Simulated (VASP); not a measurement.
# Ge (P-3m1) in VASP: further runs, part 2 of 3

VASP 6.6.1.

## (3) Single point, r2SCAN0

The input, POSCAR:

```
Ge
1.0
    4.0904100000      0.0000000000      0.0000000000
   -2.0452000000      3.5424000000      0.0000000000
    0.0000000000      0.0000000000      3.3265800000
Ge
2
Direct
    0.6666700000      0.3333300000      0.1408600000
    0.3333300000      0.6666700000      0.8591400000
```

The input, INCAR.step1:

```
PREC     = Accurate       # precision mode
ENCUT    = 520            # plane-wave cutoff, eV
EDIFF    = 1E-5           # SCF threshold, eV
ISMEAR   = -1             # smearing method
SIGMA    = 0.05           # smearing width, eV
LREAL    = F              # projectors in reciprocal space
LASPH    = T              # aspherical terms in the spheres
NELM     = 80             # most SCF steps
ALGO     = Normal         # electronic algorithm
ISIF     = 2              # what is computed and relaxed
LWAVE    = T              # write WAVECAR
GGA      = PE             # functional
NBANDS   = 21             # bands
```

The input, INCAR.step2:

```
PREC     = Accurate       # precision mode
ENCUT    = 520            # plane-wave cutoff, eV
EDIFF    = 1E-6           # SCF threshold, eV
ISMEAR   = -1             # smearing method
SIGMA    = 0.05           # smearing width, eV
LREAL    = F              # projectors in reciprocal space
LASPH    = T              # aspherical terms in the spheres
NELM     = 80             # most SCF steps
ALGO     = Normal         # electronic algorithm
ISIF     = 2              # what is computed and relaxed
LWAVE    = F              # write WAVECAR
LCHARG   = T              # write CHGCAR
METAGGA  = R2SCAN         # meta-GGA
LHFCALC  = T              # exact exchange
AEXX     = 0.25           # exact-exchange fraction
LMIXTAU  = T            
PRECFOCK = Normal       
LELF     = T              # ELF
LVHAR    = T            
ISTART   = 1            
NBANDS   = 21             # bands
```

The input, KPOINTS:

```
Automatic mesh
0
Gamma
  4 4 5
```

Potentials or basis: VASP PAW PBE potentials, release 64 (Ge_d).

Launch:

```
$ cat potpaw_PBE.64/Ge_d/POTCAR > POTCAR
$ cp INCAR.step1 INCAR
$ mpirun -np 1 vasp_std > vasp.out
$ cp INCAR.step2 INCAR
$ mpirun -np 1 vasp_std > vasp.out
```

OUTCAR:

```text
PREC = Accurate
   ENCUT = 520
   EDIFF = 1E-6
   ISMEAR = -1
   LREAL = F
   LASPH = T
   NELM = 80
   ISIF = 2
   METAGGA = R2SCAN
   LHFCALC = T
   AEXX = 0.25
   PRECFOCK = Normal
   ISTART = 1

 ion  position               nearest neighbor table
   1  0.667  0.333  0.141-   2 2.54   2 2.54   2 2.54
   2  0.333  0.667  0.859-   1 2.54   1 2.54   1 2.54

  LATTYP: Found a hexagonal cell.
 ALAT       =     4.0904100000
 C/A-ratio  =     0.8132632181

  Lattice vectors:

 A1 = (   4.0904100000,   0.0000000000,   0.0000000000)
 A2 = (  -2.0452000000,   3.5424000000,   0.0000000000)
 A3 = (   0.0000000000,   0.0000000000,   3.3265800000)

Analysis of symmetry for initial positions (statically):
=====================================================================
 Subroutine PRICEL returns:
 Original cell was already a primitive cell.

 Routine SETGRP: Setting up the symmetry group for a
 hexagonal supercell.

 Subroutine GETGRP returns: Found  4 space group operations
 (whereof  4 operations were pure point group operations)
 out of a pool of 24 trial point group operations.

The static configuration has the point symmetry C_2h.

Analysis of symmetry for dynamics (positions and initial velocities):
=====================================================================
 Subroutine PRICEL returns:
 Original cell was already a primitive cell.

 Routine SETGRP: Setting up the symmetry group for a
 hexagonal supercell.

 Subroutine GETGRP returns: Found  4 space group operations
 (whereof  4 operations were pure point group operations)
 out of a pool of 24 trial point group operations.

The dynamic configuration has the point symmetry C_2h.

 Subroutine INISYM returns: Found  4 space group operations
 (whereof  4 operations are pure point group operations),
 and found     1 'primitive' translations

----------------------------------------------------------------------------------------

                                     Primitive cell

  volume of cell :      48.2017

  direct lattice vectors                    reciprocal lattice vectors
     4.090410000  0.000000000  0.000000000     0.244474270  0.141146900  0.000000000
    -2.045200000  3.542400000  0.000000000     0.000000000  0.282294490  0.000000000
     0.000000000  0.000000000  3.326580000     0.000000000  0.000000000  0.300609034

  length of vectors
     4.090410000  4.090408390  3.326580000     0.282294379  0.282294490  0.300609034

  position of ions in fractional coordinates (direct lattice)
     0.666670000  0.333330000  0.140860000
     0.333330000  0.666670000  0.859140000

  ion indices of the primitive-cell ions
   primitive index   ion index
                 1           1
                 2           2

----------------------------------------------------------------------------------------

 KPOINTS: Automatic mesh

Automatic generation of k-mesh.
 Grid dimensions read from file:
 generate k-points for:    4    4    5

 Generating k-lattice:

  Cartesian coordinates                     Fractional coordinates (reciprocal lattice)
     0.061118568  0.035286725  0.000000000     0.250000000 -0.000000000  0.000000000
     0.000000000  0.070573622  0.000000000     0.000000000  0.250000000  0.000000000
     0.000000000  0.000000000  0.060121807     0.000000000  0.000000000  0.200000000

  Length of vectors
     0.070573595  0.070573622  0.060121807

  Shift w.r.t. Gamma in fractional coordinates (k-lattice)
     0.000000000  0.000000000  0.000000000

 Subroutine IBZKPT returns following result:
 ===========================================

 Found     27 irreducible k-points:

 Following reciprocal coordinates:
            Coordinates               Weight
  0.000000  0.000000  0.000000      1.000000
  0.250000  0.000000  0.000000      4.000000
 -0.250000  0.250000  0.000000      2.000000
  0.500000  0.000000  0.000000      2.000000
  0.500000  0.500000  0.000000      1.000000
  0.250000  0.250000  0.000000      2.000000
[... 16 lines left out ...]
  0.500000  0.000000  0.400000      4.000000
  0.500000  0.500000  0.400000      2.000000
 [... further k-points ...]
   k-points           NKPTS =     27   k-points in BZ     NKDIM =     80   number of bands    NBANDS=     21
   number of dos      NEDOS =    301   number of ions     NIONS =      2
   total plane-waves  NPLWV =  25200
   dimension x,y,z NGX =    30 NGY =   30 NGZ =   28
   dimension x,y,z NGXF=    60 NGYF=   60 NGZF=   56
   ions per type =               2
   NGX,Y,Z   is equivalent  to a cutoff of  12.19, 12.19, 13.99 a.u.
   NGXF,Y,Z  is equivalent  to a cutoff of  24.39, 24.39, 27.99 a.u.
 SYSTEM =  unknown system
   PREC   = accura    normal or accurate (medium, high low for compatibility)
   ISTART =      1    job   : 0-new  1-cont  2-samecut
   ICHARG =      0    charge: 1-file 2-atom 10-const
   ISPIN  =      1    spin polarized calculation?
   LNONCOLLINEAR =      F non collinear calculations
   LSORBIT =      F    spin-orbit coupling
   LASPH  =      T    aspherical Exc in radial PAW
   ENCUT  =  520.0 eV  38.22 Ry    6.18 a.u.   7.61  7.61  6.19*2*pi/ulx,y,z
   NELM   =     80;   NELMIN=  2; NELMDL=  0     # of ELM steps
   EDIFF  = 0.1E-05   stopping-criterion for ELM
   LREAL  =      F    real-space projection
   EDIFFG = 0.1E-04   stopping-criterion for IOM
   NSW    =      0    number of steps for IOM
   IBRION =     -1    ionic relax: 0-MD 1-quasi-New 2-CG
   NFREE  =      0    steps in history (QN), initial steepest desc. (CG)
   ISIF   =      2    stress and relaxation
   ISYM   =      3    0-nonsym 1-usesym 2-fastsym
   POTIM  = 0.5000    time-step for ionic-motion
   TEBEG  =    0.0;   TEEND  =   0.0 temperature during run
   PSTRESS=    0.0 pullay stress
   NELECT =      28.0000    total number of electrons
   NUPDOWN=      -1.0000    fix difference up-down
   EMIN   =  10.00;   EMAX   =-10.00  energy-range for DOS
   EFERMI =   0.00;   METHOD = LEGACY
   ISMEAR =    -1;   SIGMA  =   0.05  broadening in eV -4-tet -1-fermi 0-gaus
   EFERMI_NEDOS =   21; number of points for ismear=-14 and -15
   IALGO  =     38    algorithm
   IMIX   =      1    mixing-type and parameters
     AMIX     =   0.40;   BMIX     =  1.00
     AMIX_MAG =   1.60;   BMIX_MAG =  1.00
  volume/ion in A,a.u.               =      24.10       162.64
  Fermi-wavevector in a.u.,A,eV,Ry     =   1.365966  2.581302 25.386626  1.865864
  Thomas-Fermi vector in A             =   2.492148
   LORBIT       =      0    0 simple, 1 ext, 2 COOP (PROOUT), +10 PAW based schemes
   METAGGA = R2SCAN    functional components
   LHFCALC =     T    Hartree Fock is set to
   PRECFOCK=normal    Normal, Fast or Accurate (Low or Medium for compatibility)
   ENCUT4O =  -1.0   cutoff for four orbital integrals eV
   NKREDX  =     1    reduce k-point grid by
   NKREDY  =     1    reduce k-point grid by
   NKREDZ  =     1    reduce k-point grid by
   AEXX    =    0.2500 exact exchange contribution
   HFSCREEN=    0.0000 screening length (either q_TF or 0.3 A-1)
   HFSCREENC=   0.0000 screening length for correlation (either q_TF or 0.3 A-1)
   ENCUTFOCK=  -1.0 apply spherical cutoff to Coloumb kernel
   IVDW    =     0    specifies the selected vdW correction
   LEPSILON=     F    determine dielectric tensor
   LRPA    =     F    only Hartree local field effects (RPA)
 non-spin polarized calculation
  energy-cutoff  :      520.00
  volume of cell :       48.20
 maximum number of plane-waves:      1308
  NGX = 24; NGY = 24; NGZ = 20

 number of electron      27.9999958 magnetization

 Free energy of the ion-electron system (eV)
  ---------------------------------------------------
  ext. energy  EPLUGINS =         0.00000000
  ---------------------------------------------------
  free energy    TOTEN  =       -24.97234459 eV

  energy without entropy =      -24.97229485  energy(sigma->0) =      -24.97231972

 E-fermi :   3.9585     XC(G=0):  -8.3260

 val. band max:        3.6606569683   @ k =   0.5000   0.5000   0.0000
 cond. band min:       4.3045990561   @ k =   0.5000   0.0000   0.0000
 fundamental gap:      0.6439420877
 Fermi energy:         3.9585018126

 k-point     1 :       0.0000    0.0000    0.0000
  band No.  band energies     occupation
      1     -24.8928      2.00000
      2     -24.8905      2.00000
      3     -24.8443      2.00000
      4     -24.8245      2.00000
      5     -24.8220      2.00000
      6     -24.8208      2.00000
[... 550 lines left out ...]
      5     -24.8032      2.00000
      6     -24.7441      2.00000
[... 13 lines left out ...]
     20      17.4867      0.00000
     21      17.5943      0.00000

 [... further k-points ...]

------------------------ aborting loop because EDIFF is reached ----------------------------------------

  FORCE on cell =-STRESS in cart. coord.  units (eV):
  Direction    XX          YY          ZZ          XY          YZ          ZX
  --------------------------------------------------------------------------------------
  -------------------------------------------------------------------------------------
  Total       -2.2597300     -2.0610320     -0.3314845      0.1720761     -0.0023112      0.0040072
  in kB      -75.1112035    -68.5066782    -11.0182181      5.7196401     -0.0768204      0.1331966
  external PRESSURE =     -51.5453666 kB  Pullay stress =       0.0000000 kB

 VOLUME and BASIS-vectors are now :
 -----------------------------------------------------------------------------
  energy-cutoff  :      520.00
  volume of cell :       48.20
      direct lattice vectors                 reciprocal lattice vectors
     4.090410000  0.000000000  0.000000000     0.244474270  0.141146900  0.000000000
    -2.045200000  3.542400000  0.000000000     0.000000000  0.282294490  0.000000000
     0.000000000  0.000000000  3.326580000     0.000000000  0.000000000  0.300609034

 POSITION                                       TOTAL-FORCE (eV/Angst)
 -----------------------------------------------------------------------------------
      2.04523      1.18079      0.46858         0.061848     -0.035708     -0.144730
     -0.00002      2.36161      2.85800        -0.061848      0.035708      0.144730
 -----------------------------------------------------------------------------------
    total drift:                               -0.000000      0.000000      0.000001

  FREE ENERGIE OF THE ION-ELECTRON SYSTEM (eV)
  ---------------------------------------------------
  free  energy   TOTEN  =       -24.9723445942 eV

  energy  without entropy=      -24.9722948511  energy(sigma->0) =      -24.97231972
```

Run time: 84 min. Hardware: 1 thread of AMD EPYC 7R43 (Zen 3), shared host; peak memory 0.16 GiB.

What came out:

| Quantity | Value |
| --- | --- |
| Free energy | -24.9723 eV |
| Pressure | -5.2 GPa |
| Largest force | 0.161 eV/Å |
| Band gap on the k mesh | zero (bands 14 and 15 overlap by 4.90 eV) |

Forces on the atoms (eV/Å):
```
Ge   0.062 -0.036 -0.145
Ge  -0.062  0.036  0.145
```

Caveat: the k points lie up to 0.44 Å⁻¹ apart, too coarse for converged energies and pressures of a metal; the PAW data sets were made with another functional, which shifts forces and pressure a little.

## (4) Single point, r2SCAN0

POSCAR is that of step 3.

The input, INCAR.step1:

```
  ALGO = Normal
  EDIFF = 1E-5
  ENCUT = 520
  GGA = PE
  ISIF = 2
  ISMEAR = -1
  LASPH = T
  LCHARG = F
  LREAL = F
  LWAVE = T
  NBANDS = 21
  NELM = 100
  PREC = Accurate
  SIGMA = 0.05
```

The input, INCAR.step2:

```
  AEXX = 0.25
  ALGO = Normal
  EDIFF = 1E-6
  ENCUT = 520
  ISIF = 2
  ISMEAR = -1
  ISTART = 1
  LASPH = T
  LCHARG = F
  LHFCALC = T
  LMIXTAU = T
  LREAL = F
  LWAVE = F
  METAGGA = R2SCAN
  NBANDS = 21
  NELM = 100
  PREC = Accurate
  PRECFOCK = Normal
  SIGMA = 0.05
```

The input, KPOINTS:

```
k-points
0
Gamma
  4 4 4
```

Launch:

```
$ cat potpaw_PBE.64/Ge_d/POTCAR > POTCAR
$ cp INCAR.step1 INCAR
$ mpirun -np 1 vasp_std > vasp.out
$ cp INCAR.step2 INCAR
$ mpirun -np 1 vasp_std > vasp.out
```

Run time: 77 min. Hardware: 1 thread of Intel Xeon Platinum 8375C at 2.90GHz (Ice Lake), shared host; peak memory 0.19 GiB.

It converged, with:

```
Free energy            : -24.9889 eV
Pressure               : -4.4 GPa
Largest force          : 0.541 eV/Å
Band gap on the k mesh : zero (bands 14 and 15 overlap by 5.27 eV)
```

Forces on the atoms (eV/Å):
```
Ge   0.060 -0.035 -0.537
Ge  -0.060  0.035  0.537
```

Stress tensor (GPa, compression positive):
```
-3.59  0.76  0.12
 0.76 -2.71 -0.07
 0.12 -0.07 -7.00
```

Levels at points of the mesh, in eV from the Fermi level:
```tsv
k point	band 11	band 12	band 13	band 14	band 15	band 16	band 17	band 18
(0.00, 0.00, 0.00)	-14.40	-3.11	-2.03	-1.99	3.01	3.63	3.68	4.01
(0.50, 0.00, 0.00)	-12.14	-10.04	-3.76	-0.62	4.19	4.67	8.25	9.39
(0.50, 0.50, 0.00)	-12.13	-10.05	-3.73	-0.72	4.19	4.67	8.24	9.38
(0.00, 0.00, 0.50)	-12.23	-8.01	0.36	0.38	1.59	3.57	4.62	4.64
(0.50, 0.00, 0.50)	-10.03	-8.11	-5.07	-2.95	-1.88	3.10	4.54	5.74
(0.50, 0.50, 0.50)	-10.02	-8.13	-5.08	-3.02	-1.87	3.10	4.56	5.74
```

Caveat: the k points lie up to 0.47 Å⁻¹ apart, too coarse for converged energies and pressures of a metal; the PAW data sets were made with another functional, which shifts forces and pressure a little.

[end of part 2 of 3]

The gap in the log of VASP goes by the Fermi energy; the results here count the filled bands.